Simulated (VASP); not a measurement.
Input of a VASP 6.6.1 run:

INCAR

```
SYSTEM = Pt
PREC = Accurate
ENCUT = 600
EDIFF = 1E-6
ISMEAR = -1
SIGMA = 0.1
LREAL = .False.
LASPH = .True.
NELM = 100
ALGO = Normal
ISIF = 3
LWAVE = .False.
LCHARG = .False.
GGA = PE
IBRION = 2
NSW = 32
EDIFFG = -0.005
PSTRESS = 410.0
```

File KPOINTS:

```
Automatic mesh
0
Gamma
  17 17 17
  0 0 0
```

The input POSCAR:

```
Pt
1.0
    0.0000000000      1.9079322162      1.9079322162
    1.9079322162      0.0000000000      1.9079322162
    1.9079322162      1.9079322162      0.0000000000
Pt
1
Direct
    0.0000000000      0.0000000000      0.0000000000
```

Potentials or basis: VASP PAW PBE potentials, release 64 (Pt).

The run is started by

```console
$ cat potpaw_PBE.64/Pt/POTCAR > POTCAR
$ mpirun -np 1 vasp_std > vasp.out
```

**Question.** Estimate the relaxed volume.

**Answer.** 13.88 Å³/atom.

**Question.** Predict the relaxed cell.

**Answer.** a = 2.697 Å, b = 2.697 Å, c = 2.697 Å, α = 60.00°, β = 60.00°, γ = 60.00°.

**Question.** What does it give for the band gap on the k mesh?

**Answer.** Zero (band 5 reaches 13.50 eV, above the bottom of band 6 at 10.96 eV).

Final structure:
```cif
data_structure
_symmetry_space_group_name_H-M 'P 1'
_symmetry_Int_Tables_number 1
_cell_length_a 2.6972
_cell_length_b 2.6972
_cell_length_c 2.6972
_cell_angle_alpha 60.000
_cell_angle_beta 60.000
_cell_angle_gamma 60.000
_cell_volume 13.88
loop_
_atom_site_label
_atom_site_type_symbol
_atom_site_fract_x
_atom_site_fract_y
_atom_site_fract_z
_atom_site_occupancy
Pt1 Pt 0.00000 0.00000 0.00000 1
```

Caveat: the cell is relaxed towards a set pressure, so the enthalpy falls and the energy may rise; spin-orbit coupling is left out, which moves the levels of the heavy elements.
